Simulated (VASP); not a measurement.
# GaP (I-4m2) in VASP: notebook

Runs on GaP. Level: r2SCAN. Tasks: single point.

Program: VASP 6.6.1. These are calculated values, not measurements. Logs are shortened: lines on timing, memory, paths and dates and some standing lists are left out, and cuts for length are marked.

### Step 1. The cell of the first run

It takes space group I-4m2 (No. 119, tetragonal). The conventional cell has a = 3.854 Å, b = 3.854 Å, c = 5.614 Å, α = 90.00°, β = 90.00°, γ = 90.00°. Ga (site symmetry -4m2) has 4 P at 2.38 Å within 3.1 Å. Within 3.1 Å of P (site symmetry -4m2) lie 4 Ga at 2.38 Å.

### Step 2. Single point, r2SCAN (strain +0.0300 x Voigt [0, 1, 0, 0, 0, 0])

The input, POSCAR:

```
GaP
1.0
    0.0000000000      2.8070075000      2.7252500000
    2.7252500000      0.0000000000      2.7252500000
    2.7252500000      2.8070075000      0.0000000000
Ga P
1 1
Direct
    0.0000000000      0.0000000000      0.0000000000
    0.7500000000      0.7500000000      0.7500000000
```

The input, INCAR.step1:

```
SYSTEM = GaP
  PREC = Accurate
  ENCUT = 520
  ISMEAR = 0
  SIGMA = 0.05
  LREAL = .False.
  LASPH = .True.
  NELM = 80
  NBANDS = 16
  GGA = PE
  ALGO = Normal
  EDIFF = 1E-4
  LWAVE = .True.
  LCHARG = .False.
```

The input, INCAR.step2:

```
SYSTEM = GaP
  PREC = Accurate
  ENCUT = 520
  EDIFF = 1E-7
  ISMEAR = 0
  SIGMA = 0.05
  LREAL = .False.
  LASPH = .True.
  NELM = 80
  ALGO = Normal
  ISIF = 2
  LWAVE = .False.
  LCHARG = .True.
  METAGGA = R2SCAN
  LMIXTAU = .True.
  LELF = .True.
  LVHAR = .True.
  NBANDS = 16
  ISTART = 1
```

The input, KPOINTS:

```
regular mesh
0
Gamma
  8 8 8
  0 0 0
```

Potentials or basis: VASP PAW PBE potentials, release 64 (Ga_d, P).

Started as:

```sh
$ cat potpaw_PBE.64/Ga_d/POTCAR potpaw_PBE.64/P/POTCAR > POTCAR
$ cp INCAR.step1 INCAR
$ mpirun -np 1 vasp_std > vasp.out
$ cp INCAR.step2 INCAR
$ mpirun -np 1 vasp_std > vasp.out
```

OUTCAR:

```text
SYSTEM = GaP
   PREC = Accurate
   ENCUT = 520
   EDIFF = 1E-7
   ISMEAR = 0
   LREAL = .False.
   LASPH = .True.
   NELM = 80
   ISIF = 2
   METAGGA = R2SCAN
   ISTART = 1

 ion  position               nearest neighbor table
   1  0.000  0.000  0.000-   2 2.38   2 2.38   2 2.38   2 2.38
   2  0.750  0.750  0.750-   1 2.38   1 2.38   1 2.38   1 2.38

  LATTYP: Found a body centered tetragonal cell.
 ALAT       =     3.8540855109
 C/A-ratio  =     1.4566399692

  Lattice vectors:

 A1 = (   0.0000000000,  -2.8070075000,   2.7252500000)
 A2 = (   0.0000000000,  -2.8070075000,  -2.7252500000)
 A3 = (   2.7252500000,   2.8070075000,   0.0000000000)

Analysis of symmetry for initial positions (statically):
=====================================================================
 Subroutine PRICEL returns:
 Original cell was already a primitive cell.

 Routine SETGRP: Setting up the symmetry group for a
 body centered tetragonal supercell.

 Subroutine GETGRP returns: Found  8 space group operations
 (whereof  8 operations were pure point group operations)
 out of a pool of 16 trial point group operations.

The static configuration has the point symmetry D_2d.

Analysis of symmetry for dynamics (positions and initial velocities):
=====================================================================
 Subroutine PRICEL returns:
 Original cell was already a primitive cell.

 Routine SETGRP: Setting up the symmetry group for a
 body centered tetragonal supercell.

 Subroutine GETGRP returns: Found  8 space group operations
 (whereof  8 operations were pure point group operations)
 out of a pool of 16 trial point group operations.

The dynamic configuration has the point symmetry D_2d.

 Subroutine INISYM returns: Found  8 space group operations
 (whereof  8 operations are pure point group operations),
 and found     1 'primitive' translations

----------------------------------------------------------------------------------------

                                     Primitive cell

  volume of cell :      41.6952

  direct lattice vectors                    reciprocal lattice vectors
     0.000000000  2.807007500  2.725250000    -0.183469406  0.178125637  0.183469406
     2.725250000  0.000000000  2.725250000     0.183469406 -0.178125637  0.183469406
     2.725250000  2.807007500  0.000000000     0.183469406  0.178125637 -0.183469406

  length of vectors
     3.912323947  3.854085511  3.912323947     0.314723353  0.314723353  0.314723353

[... 81 lines left out ...]
   LREAL  =      F    real-space projection
   EDIFFG = 0.1E-05   stopping-criterion for IOM
   NSW    =      0    number of steps for IOM
   IBRION =     -1    ionic relax: 0-MD 1-quasi-New 2-CG
   NFREE  =      0    steps in history (QN), initial steepest desc. (CG)
   ISIF   =      2    stress and relaxation
   ISYM   =      2    0-nonsym 1-usesym 2-fastsym
   POTIM  = 0.5000    time-step for ionic-motion
   TEBEG  =    0.0;   TEEND  =   0.0 temperature during run
   PSTRESS=    0.0 pullay stress
   NELECT =      18.0000    total number of electrons
   NUPDOWN=      -1.0000    fix difference up-down
   EMIN   =  10.00;   EMAX   =-10.00  energy-range for DOS
   EFERMI =   0.00;   METHOD = LEGACY
   ISMEAR =     0;   SIGMA  =   0.05  broadening in eV -4-tet -1-fermi 0-gaus
   EFERMI_NEDOS =   21; number of points for ismear=-14 and -15
   IALGO  =     38    algorithm
   IMIX   =      4    mixing-type and parameters
     AMIX     =   0.40;   BMIX     =  1.00
     AMIX_MAG =   1.60;   BMIX_MAG =  1.00
  volume/ion in A,a.u.               =      20.85       140.69
  Fermi-wavevector in a.u.,A,eV,Ry     =   1.237286  2.338132 20.828855  1.530878
  Thomas-Fermi vector in A             =   2.371860
   LORBIT       =      0    0 simple, 1 ext, 2 COOP (PROOUT), +10 PAW based schemes
   METAGGA = R2SCAN    functional components
   LHFCALC =     F    Hartree Fock is set to
   AEXX    =    0.0000 exact exchange contribution
   IVDW    =     0    specifies the selected vdW correction
   LEPSILON=     F    determine dielectric tensor
   LRPA    =     F    only Hartree local field effects (RPA)
 non-spin polarized calculation
 Gauss-broadening in eV      SIGMA  =   0.05
  energy-cutoff  :      520.00
  volume of cell :       41.70
 maximum number of plane-waves:      1140
 NGX is ok and might be reduce to    30
   NGX = 15   NGY = 15   NGZ = 15

 number of electron      17.9999998 magnetization

 Free energy of the ion-electron system (eV)
  ---------------------------------------------------
  ext. energy  EPLUGINS =         0.00000000
  ---------------------------------------------------
  free energy    TOTEN  =       -21.44703463 eV

  energy without entropy =      -21.44703463  energy(sigma->0) =      -21.44703463

 E-fermi :   4.5117     XC(G=0): -10.4060

 val. band max:        4.2232984146   @ k =   0.0000   0.0000   0.0000
 cond. band min:       6.0180842305   @ k =   0.3750   0.3750   0.0000
 fundamental gap:      1.7947858159
 Fermi energy:         4.5117191340

 k-point     1 :       0.0000    0.0000    0.0000
  band No.  band energies     occupation
      1     -10.7874      2.00000
      2     -10.7784      2.00000
      3     -10.7784      2.00000
      4     -10.6800      2.00000
      5     -10.6752      2.00000
      6      -8.6309      2.00000
[... 433 lines left out ...]
      3     -10.7509      2.00000
      4     -10.6778      2.00000
      5     -10.6732      2.00000
      6      -7.1796      2.00000
[... 8 lines left out ...]
     15      15.5229      0.00000
     16      15.5260      0.00000

 [... further k-points ...]

------------------------ aborting loop because EDIFF is reached ----------------------------------------

  FORCE on cell =-STRESS in cart. coord.  units (eV):
  Direction    XX          YY          ZZ          XY          YZ          ZX
  --------------------------------------------------------------------------------------
  -------------------------------------------------------------------------------------
  Total       -0.4251699     -1.0856572     -0.4251699      0.0000000      0.0000000      0.0000000
  in kB      -16.3375471    -41.7173799    -16.3375471      0.0000000      0.0000000      0.0000000
  external PRESSURE =     -24.7974914 kB  Pullay stress =       0.0000000 kB

 VOLUME and BASIS-vectors are now :
 -----------------------------------------------------------------------------
  energy-cutoff  :      520.00
  volume of cell :       41.70
      direct lattice vectors                 reciprocal lattice vectors
     0.000000000  2.807007500  2.725250000    -0.183469406  0.178125637  0.183469406
     2.725250000  0.000000000  2.725250000     0.183469406 -0.178125637  0.183469406
     2.725250000  2.807007500  0.000000000     0.183469406  0.178125637 -0.183469406

 POSITION                                       TOTAL-FORCE (eV/Angst)
 -----------------------------------------------------------------------------------
      0.00000      0.00000      0.00000         0.000000      0.000000     -0.000000
      4.08788      4.21051      4.08788        -0.000000     -0.000000      0.000000
 -----------------------------------------------------------------------------------
    total drift:                               -0.000013      0.000007     -0.000013

  FREE ENERGIE OF THE ION-ELECTRON SYSTEM (eV)
  ---------------------------------------------------
  free  energy   TOTEN  =       -21.4470346276 eV

  energy  without entropy=      -21.4470346276  energy(sigma->0) =      -21.44703463
```

OUTCAR.step1:

```text
SYSTEM = GaP
   PREC = Accurate
   ENCUT = 520
   ISMEAR = 0
   LREAL = .False.
   LASPH = .True.
[... 679 lines left out ...]
      0.00000      0.00000      0.00000         0.000000      0.000000      0.000000
      4.08788      4.21051      4.08788        -0.000000      0.000000     -0.000000
 -----------------------------------------------------------------------------------
    total drift:                               -0.000002     -0.000002     -0.000002

  FREE ENERGIE OF THE ION-ELECTRON SYSTEM (eV)
  ---------------------------------------------------
  free  energy   TOTEN  =        -9.1197674287 eV

  energy  without entropy=       -9.1197674287  energy(sigma->0) =       -9.11976743
```

OSZICAR.step1:

```text
N       E                     dE             d eps       ncg     rms          rms(c)
DAV:   1     0.836429483264E+02    0.83643E+02   -0.90818E+03  1936   0.161E+03
DAV:   2    -0.265041225848E+01   -0.86293E+02   -0.81816E+02  2168   0.323E+02
DAV:   3    -0.926775871707E+01   -0.66173E+01   -0.65958E+01  2432   0.672E+01
DAV:   4    -0.937910449785E+01   -0.11135E+00   -0.11132E+00  2360   0.954E+00
DAV:   5    -0.938129382977E+01   -0.21893E-02   -0.21893E-02  2504   0.117E+00    0.411E+00
DAV:   6    -0.914381104838E+01    0.23748E+00   -0.37804E-01  2960   0.101E+01    0.270E+00
DAV:   7    -0.911897102393E+01    0.24840E-01   -0.89987E-02  2496   0.197E+00    0.109E+00
DAV:   8    -0.911928886346E+01   -0.31784E-03   -0.12829E-02  2256   0.135E+00    0.175E-01
DAV:   9    -0.911969379649E+01   -0.40493E-03   -0.12936E-03  2416   0.501E-01    0.819E-02
DAV:  10    -0.911976742869E+01   -0.73632E-04   -0.87705E-05  1992   0.109E-01
   1 F= -.91197674E+01 E0= -.91197674E+01  d E =-.812257E-16
```

It took 3.8 min on 1 thread of Intel Xeon 8259CL, shared host; peak memory 0.19 GiB.

Results:

* Free energy: -21.4470 eV
* Pressure: -2.5 GPa
* Band gap on the k mesh: 1.79 eV (least direct gap 2.02 eV)

Stress tensor (GPa, compression positive):
```
-1.63  0.00  0.00
 0.00 -4.17  0.00
 0.00  0.00 -1.63
```

Levels at points of the mesh, in eV from the valence-band top:
```
           k point  band 6  band 7  band 8  band 9  band 10  band 11  band 12  band 13
(0.00, 0.00, 0.00)  -12.85   -0.18    0.00    0.00     2.02     4.12     4.12     4.19
(0.50, 0.00, 0.00)  -10.79   -6.73   -1.31   -1.06     1.86     4.92     5.12     8.71
(0.50, 0.50, 0.00)   -9.85   -6.81   -2.83   -2.81     1.84     1.97    10.98    11.00
(0.50, 0.00, 0.50)   -9.99   -7.00   -2.61   -2.61     2.06     2.26    11.07    11.07
```

Caveat: the cell differs from its parent crystal (strain +0.0300 x Voigt [0, 1, 0, 0, 0, 0]); the PAW data sets were made with another functional, which shifts forces and pressure a little. A k mesh can miss the band edges.

### Step 3. Single point, r2SCAN (strain +0.0400 x Voigt [0, 1, 0, 0, 0, 0])

The input, POSCAR:

```
GaP
1.0
    0.0000000000      2.8342600000      2.7252500000
    2.7252500000      0.0000000000      2.7252500000
    2.7252500000      2.8342600000      0.0000000000
Ga P
1 1
Direct
    0.0000000000      0.0000000000      0.0000000000
    0.7500000000      0.7500000000      0.7500000000
```

The input, INCAR.step1:

```
SYSTEM = GaP
PREC = Accurate
ENCUT = 520
ISMEAR = 0
SIGMA = 0.05
LREAL = .False.
LASPH = .True.
NELM = 80
NBANDS = 16
GGA = PE
ALGO = Normal
EDIFF = 1E-4
LWAVE = .True.
LCHARG = .False.
```

The input, INCAR.step2:

```
SYSTEM = GaP
PREC = Accurate
ENCUT = 520
EDIFF = 1E-7
ISMEAR = 0
SIGMA = 0.05
LREAL = .False.
LASPH = .True.
NELM = 80
ALGO = Normal
ISIF = 2
LWAVE = .False.
LCHARG = .True.
METAGGA = R2SCAN
LMIXTAU = .True.
LELF = .True.
LVHAR = .True.
NBANDS = 16
ISTART = 1
```

KPOINTS is that of step 2.

Potentials or basis: VASP PAW PBE potentials, release 64 (Ga_d, P).

Started as:

```sh
$ cat potpaw_PBE.64/Ga_d/POTCAR potpaw_PBE.64/P/POTCAR > POTCAR
$ cp INCAR.step1 INCAR
$ mpirun -np 1 vasp_std > vasp.out
$ cp INCAR.step2 INCAR
$ mpirun -np 1 vasp_std > vasp.out
```

It took 3.8 min on 1 thread of Intel Xeon 8259CL, shared host; peak memory 0.19 GiB.

Results (log left out):

| Quantity | Value |
| --- | --- |
| Free energy | -21.4348 eV |
| Pressure | -3.2 GPa |
| Band gap on the k mesh | 1.76 eV (least direct gap 1.91 eV) |

Stress tensor (GPa, compression positive):
```
-2.08  0.00  0.00
 0.00 -5.47  0.00
 0.00  0.00 -2.08
```

Levels at points of the mesh, in eV from the valence-band top:
| k point | band 7 | band 8 | band 9 | band 10 | band 11 | band 12 |
| --- | --- | --- | --- | --- | --- | --- |
| (0.00, 0.00, 0.00) | -0.24 | 0.00 | 0.00 | 1.91 | 4.10 | 4.10 |
| (0.50, 0.00, 0.00) | -6.70 | -1.36 | -1.02 | 1.80 | 4.88 | 5.13 |
| (0.50, 0.50, 0.00) | -6.76 | -2.84 | -2.81 | 1.82 | 1.93 | 10.84 |
| (0.50, 0.00, 0.50) | -7.02 | -2.55 | -2.55 | 2.10 | 2.31 | 10.97 |

Caveat: the cell differs from its parent crystal (strain +0.0400 x Voigt [0, 1, 0, 0, 0, 0]); the cell stands under tension; the PAW data sets were made with another functional, which shifts forces and pressure a little. A k mesh can miss the band edges.
